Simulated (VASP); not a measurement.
The system is CdTe.

```
Cd Te
1.0
     0.00000    3.30906    3.30906
     3.30906    0.00000    3.30906
     3.30906    3.30906    0.00000
Cd Te
1 1
Cartesian
  0.0000 0.0000 0.0000
  1.6545 1.6545 1.6545
```

```yaml
Program: VASP 6.6.1
Task: relaxation of cell and atoms
Functional: LDA
Potentials_or_basis: VASP PAW LDA potentials, release 64 (Cd, Te)
Cutoff: 600 eV
k_mesh: 6 × 6 × 6
Occupations: fermi-dirac, width 0.02 eV
Spin: no spin polarisation
```

At the start: pressure -3.4 GPa; volume 36.23 Å³/atom.

How do energy, volume and symmetry change on relaxing?

Over 3 steps the energy falls by 36.3 meV/atom and the volume is 33.08 Å³/atom (-8.7 %); space group F-43m (No. 216, to 0.05 Å).

Step by step:
| step | energy change (eV) | largest force (eV/Å) | pressure (GPa) | volume (Å³) |
| --- | --- | --- | --- | --- |
| 1 | 0.0000 | 0.0000 | -3.38 | 72.47 |
| 2 | -0.0680 | 0.0000 | 1.07 | 64.75 |
| 3 | -0.0726 | 0.0000 | 0.01 | 66.16 |

Final structure:
```yaml
crystal:
  lattice:
    - [0.00000, 3.21014, 3.21014]
    - [3.21014, 0.00000, 3.21014]
    - [3.21014, 3.21014, 0.00000]
  atoms:
    - { symbol: Cd, position: [0.00000, 0.00000, 0.00000] }
    - { symbol: Te, position: [0.25000, 0.25000, 0.25000] }
```
